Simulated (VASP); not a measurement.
# WC (P-6m2) in VASP: vibrations by perturbation theory with LDA

Aim: the vibrations by perturbation theory of WC with LDA.

Everything below comes from runs of VASP 6.6.1. Logs are shortened: lines on timing, memory, paths and dates and some standing lists are left out, and cuts for length are marked.

### 1 The cell of the first run

Symmetry: P-6m2, No. 187, hexagonal system. The conventional cell has a = 2.885 Å, b = 2.885 Å, c = 2.811 Å, α = 90.00°, β = 90.00°, γ = 120.00°. W (site symmetry -6m2) has 6 C at 2.18 Å and 8 W at 2.81 to 2.88 Å within 2.9 Å. C (site symmetry -6m2) has 6 W at 2.18 Å and 8 C at 2.81 to 2.88 Å within 2.9 Å.

### 2 Vibrations by perturbation theory, LDA

The input, INCAR:

```
SYSTEM = WC
PREC = Accurate
ENCUT = 520
EDIFF = 1E-8
ISMEAR = -1
SIGMA = 0.15
LREAL = .FALSE.
LASPH = .TRUE.
NELM = 100
ALGO = Normal
ISIF = 2
LWAVE = .FALSE.
LCHARG = .TRUE.
NBANDS = 16
IBRION = 8
NSW = 1
```

The input, KPOINTS:

```
Automatic mesh
0
G
  18 18 14
  0 0 0
```

The input, POSCAR:

```
WC
1.0
    2.8846060660      0.0000000000      0.0000000000
   -1.4423030330      2.4981421330      0.0000000000
    0.0000000000      0.0000000000      2.8112628216
W C
1 1
Direct
    0.0000000000      0.0000000000      0.0000000000
    0.6666666667      0.3333333333      0.5000000000
```

Potentials or basis: VASP PAW LDA potentials, release 64 (W_sv, C).

On the command line:

```bash
$ cat potpaw_LDA.64/W_sv/POTCAR potpaw_LDA.64/C/POTCAR > POTCAR
$ mpirun -np 1 vasp_std > vasp.out
```

OUTCAR:

```text
SYSTEM = WC
   PREC = Accurate
   ENCUT = 520
   EDIFF = 1E-8
   ISMEAR = -1
   LREAL = .FALSE.
   LASPH = .TRUE.
   NELM = 100
   ISIF = 2
   IBRION = 8
   NSW = 1

 ion  position               nearest neighbor table
   1  0.000  0.000  0.000-   2 2.18   2 2.18   2 2.18   2 2.18   2 2.18   2 2.18
   2  0.667  0.333  0.500-   1 2.18   1 2.18   1 2.18   1 2.18   1 2.18   1 2.18

  LATTYP: Found a hexagonal cell.
 ALAT       =     2.8846060660
 C/A-ratio  =     0.9745742598

  Lattice vectors:

 A1 = (   2.8846060660,   0.0000000000,   0.0000000000)
 A2 = (  -1.4423030330,   2.4981421330,   0.0000000000)
 A3 = (   0.0000000000,   0.0000000000,   2.8112628216)

Analysis of symmetry for initial positions (statically):
=====================================================================
 Subroutine PRICEL returns:
 Original cell was already a primitive cell.

 Routine SETGRP: Setting up the symmetry group for a
 hexagonal supercell.

 Subroutine GETGRP returns: Found 12 space group operations
 (whereof 12 operations were pure point group operations)
 out of a pool of 24 trial point group operations.

The static configuration has the point symmetry D_3h.

Analysis of symmetry for dynamics (positions and initial velocities):
=====================================================================
 Subroutine PRICEL returns:
 Original cell was already a primitive cell.

 Routine SETGRP: Setting up the symmetry group for a
 hexagonal supercell.

 Subroutine GETGRP returns: Found 12 space group operations
 (whereof 12 operations were pure point group operations)
 out of a pool of 24 trial point group operations.

The dynamic configuration has the point symmetry D_3h.

 Subroutine INISYM returns: Found 12 space group operations
 (whereof 12 operations are pure point group operations),
 and found     1 'primitive' translations

----------------------------------------------------------------------------------------

                                     Primitive cell

  volume of cell :      20.2584

  direct lattice vectors                    reciprocal lattice vectors
     2.884606066  0.000000000  0.000000000     0.346667787  0.200148740  0.000000000
    -1.442303033  2.498142133  0.000000000     0.000000000  0.400297480  0.000000000
     0.000000000  0.000000000  2.811262822     0.000000000  0.000000000  0.355712028

  length of vectors
     2.884606066  2.884606066  2.811262822     0.400297480  0.400297480  0.355712028

  position of ions in fractional coordinates (direct lattice)
     0.000000000  0.000000000  0.000000000
     0.666666667  0.333333333  0.500000000

  ion indices of the primitive-cell ions
   primitive index   ion index
                 1           1
                 2           2

----------------------------------------------------------------------------------------

 KPOINTS: Automatic mesh

Automatic generation of k-mesh.
 Grid dimensions read from file:
 generate k-points for:   18   18   14

 Generating k-lattice:

  Cartesian coordinates                     Fractional coordinates (reciprocal lattice)
     0.019259321  0.011119374  0.000000000     0.055555556 -0.000000000  0.000000000
     0.000000000  0.022238749  0.000000000     0.000000000  0.055555556  0.000000000
     0.000000000  0.000000000  0.025408002     0.000000000  0.000000000  0.071428571

  Length of vectors
[... 70 lines left out ...]
   ISMEAR =    -1;   SIGMA  =   0.15  broadening in eV -4-tet -1-fermi 0-gaus
   EFERMI_NEDOS =   21; number of points for ismear=-14 and -15
   IALGO  =     38    algorithm
   IMIX   =      4    mixing-type and parameters
     AMIX     =   0.40;   BMIX     =  1.00
     AMIX_MAG =   1.60;   BMIX_MAG =  1.00
  volume/ion in A,a.u.               =      10.13        68.36
  Fermi-wavevector in a.u.,A,eV,Ry     =   1.573852  2.974150 33.701780  2.477011
  Thomas-Fermi vector in A             =   2.675074
   LORBIT       =      0    0 simple, 1 ext, 2 COOP (PROOUT), +10 PAW based schemes
   GGA     = CA    functional components
   LHFCALC =     F    Hartree Fock is set to
   AEXX    =    0.0000 exact exchange contribution
   IVDW    =     0    specifies the selected vdW correction
   LEPSILON=     F    determine dielectric tensor
   LRPA    =     F    only Hartree local field effects (RPA)
 non-spin polarized calculation
  energy-cutoff  :      520.00
  volume of cell :       20.26
 maximum number of plane-waves:       574
 NGX is ok and might be reduce to    24
   NGX = 11   NGY = 11   NGZ = 11

--------------------------------------- Ionic step        1  -------------------------------------------

 number of electron      18.0000000 magnetization

 Free energy of the ion-electron system (eV)
  ---------------------------------------------------
  ext. energy  EPLUGINS =         0.00000000
  ---------------------------------------------------
  free energy    TOTEN  =       -24.71053693 eV

  energy without entropy =      -24.68676720  energy(sigma->0) =      -24.69865207

 E-fermi :  11.3812     XC(G=0): -14.1100

 val. band max:       11.3653134625   @ k =   0.4444  -0.0000   0.4286
 cond. band min:      11.4298498691   @ k =   0.1111   0.0556   0.4286
 fundamental gap:      0.0645364067
 Fermi energy:        11.3811953798

 k-point     1 :       0.0000    0.0000    0.0000
  band No.  band energies     occupation
      1     -62.1470      2.00000
      2     -26.3895      2.00000
      3     -26.2779      2.00000
      4     -26.2779      2.00000
      5      -3.1243      2.00000
      6       6.8788      2.00000
[... 433 lines left out ...]
      3     -26.5497      2.00000
      4     -26.2651      2.00000
      5       0.3570      2.00000
      6       4.4105      2.00000
[... 8 lines left out ...]
     15      25.4479      0.00000
     16      29.1243      0.00000

 [... further k-points ...]
[... 5 lines left out ...]
  --------------------------------------------------------------------------------------
  -------------------------------------------------------------------------------------
  Total        0.3242289      0.3242289      0.3892006     -0.0000000      0.0000000      0.0000000
  in kB       25.6423141     25.6423141     30.7807381     -0.0000000      0.0000000      0.0000000
  external PRESSURE =      27.3551221 kB  Pullay stress =       0.0000000 kB

 VOLUME and BASIS-vectors are now :
 -----------------------------------------------------------------------------
  energy-cutoff  :      520.00
  volume of cell :       20.26
      direct lattice vectors                 reciprocal lattice vectors
     2.884606066  0.000000000  0.000000000     0.346667787  0.200148740  0.000000000
    -1.442303033  2.498142133  0.000000000     0.000000000  0.400297480  0.000000000
     0.000000000  0.000000000  2.811262822     0.000000000  0.000000000  0.355712028

 POSITION                                       TOTAL-FORCE (eV/Angst)
 -----------------------------------------------------------------------------------
      0.00000      0.00000      0.00000        -0.000000      0.000000      0.000000
      1.44230      0.83271      1.40563         0.000000     -0.000000      0.000000
 -----------------------------------------------------------------------------------
    total drift:                                0.000000     -0.000000      0.000000

  FREE ENERGIE OF THE ION-ELECTRON SYSTEM (eV)
  ---------------------------------------------------
  free  energy   TOTEN  =       -24.7105369330 eV

  energy  without entropy=      -24.6867672043  energy(sigma->0) =      -24.69865207

[... ionic steps 2 to 3 ...]

--------------------------------------- Ionic step        4  -------------------------------------------

------------------------ aborting loop because EDIFF is reached ----------------------------------------
[... 11 lines left out ...]
[... ionic steps 8 to 8 ...]

--------------------------------------- Ionic step        9  -------------------------------------------

 Free energy of the ion-electron system (eV)
  ---------------------------------------------------
  ---------------------------------------------------
  free energy    TOTEN  =        -0.12150146 eV

  energy without entropy =       -0.12150146

------------------------ aborting loop because EDIFF is reached ----------------------------------------

 INTERNAL STRAIN TENSOR  FOR ION    2  DIRECTION 3   (eV/Angst):
 -----------------------------------------------------------------------------
     0.01349  0.00000  0.00000
     0.00000  0.01349  0.00000
     0.00000  0.00000 -0.01924

 INTERNAL STRAIN TENSOR FOR ION    2 for displacements in x,y,z  (eV/Angst):
          X           Y           Z          XY          YZ          ZX
  --------------------------------------------------------------------------------
  x     0.00000     0.00000     0.00000    -6.03528     0.00000     0.00000
  y    -6.03528     6.03528     0.00000     0.00000     0.00000     0.00000
  z     0.00000     0.00000     0.00000     0.00000     0.00000     0.00000

 SECOND DERIVATIVES (NOT SYMMETRIZED)
 ------------------------------------
               1X          1Y          1Z          2X          2Y          2Z
  1X   -16.696950    0.000000    0.000000   16.696950    0.000000    0.000000
  1Y     0.000000  -16.696950    0.000000    0.000000   16.696950    0.000000
  1Z    -0.000000    0.000000  -15.212282    0.000000    0.000000   15.212282
  2X    16.699349    0.000000    0.000000  -16.699349    0.000000    0.000000
  2Y     0.000000   16.699349    0.000000    0.000000  -16.699349    0.000000
  2Z     0.000000    0.000000   15.202870   -0.000000    0.000000  -15.202870

 Eigenvectors and eigenvalues of the dynamical matrix
 ----------------------------------------------------

   1 f  =   19.026161 THz   119.544895 2PiTHz  634.644414 cm-1    78.685843 meV
             X         Y         Z           dx          dy          dz
      0.000000  0.000000  0.000000     0.247620   -0.000001   -0.000000
      1.442303  0.832714  1.405631    -0.968857    0.000004    0.000000
[... 21 lines left out ...]
   6 f/i=    0.001348 THz     0.008471 2PiTHz    0.044973 cm-1     0.005576 meV
             X         Y         Z           dx          dy          dz
      0.000000  0.000000  0.000000     0.000000    0.000000    0.968834
      1.442303  0.832714  1.405631    -0.000000    0.000000    0.247709

--------------------------------------------------------------------------------------------------------

 ELASTIC MODULI CONTR FROM IONIC RELAXATION (kBar)
 Direction    XX          YY          ZZ          XY          YZ          ZX
 --------------------------------------------------------------------------------
 XX        -141.8874    141.8874      0.0000     -0.0000      0.0000      0.0000
 YY         141.8874   -141.8874      0.0000      0.0000      0.0000      0.0000
 ZZ           0.0000      0.0000      0.0000      0.0000      0.0000      0.0000
 XY          -0.0000      0.0000      0.0000   -141.8874      0.0000      0.0000
 YZ           0.0000      0.0000      0.0000      0.0000      0.0000      0.0000
 ZX           0.0000      0.0000      0.0000      0.0000      0.0000      0.0000
 --------------------------------------------------------------------------------
```

Wall time 8.5 min (1 thread of Intel Xeon 6975P-C (Granite Rapids), shared host); peak memory 0.9 GiB.

Results:

* Highest phonon frequency at Γ: 635 cm⁻¹

Phonon frequencies in cm⁻¹ (negative: imaginary):
```tsv
q point	frequencies
(0.000, 0.000, 0.000)	0 0 0 606 635 635
```

Caveat: the cell stands under pressure or tension, which shifts response properties; spin-orbit coupling is left out, which moves the levels of the heavy elements.
